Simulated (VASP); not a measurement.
Wanted: the native input for a VASP 6.6.1 run.

```yaml
Task: single point
Functional: PBE
Potentials_or_basis: VASP PAW PBE potentials, release 64 (Li_sv)
Cutoff: 520 eV
k_mesh: 18 × 18 × 18
Occupations: fermi-dirac, width 0.08 eV
Spin: no spin polarisation
Dipole_correction: no
Further_INCAR_settings: ALGO = Normal; EDIFF = 1e-06; NBANDS = 8
```

The structure of Li lies in POSCAR:

```
Li
1.0
    0.0000000000      1.8319560142      1.8319560142
    1.8319560142      0.0000000000      1.8319560142
    1.8319560142      1.8319560142      0.0000000000
Li
1
Direct
    0.0000000000      0.0000000000      0.0000000000
```

This cell differs from its parent crystal: volume scaled by 0.609, to set the pressure.

These files were run (other wordings do the same):

INCAR

```
SYSTEM = Li
PREC = Accurate
ENCUT = 520
EDIFF = 1E-6
ISMEAR = -1
SIGMA = 0.08
LREAL = .False.
LASPH = .True.
NELM = 60
ALGO = Normal
ISIF = 2
LWAVE = .False.
LCHARG = .False.
GGA = PE
NBANDS = 8
```

KPOINTS

```
regular mesh
0
Gamma
  18 18 18
  0 0 0
```

Potentials or basis: VASP PAW PBE potentials, release 64 (Li_sv).

Command:

```bash
$ cat potpaw_PBE.64/Li_sv/POTCAR > POTCAR
$ mpirun -np 1 vasp_std > vasp.out
```

It took 25 s on 1 thread of Intel Xeon 8259CL, with other jobs on the host, peak memory 0.13 GiB.
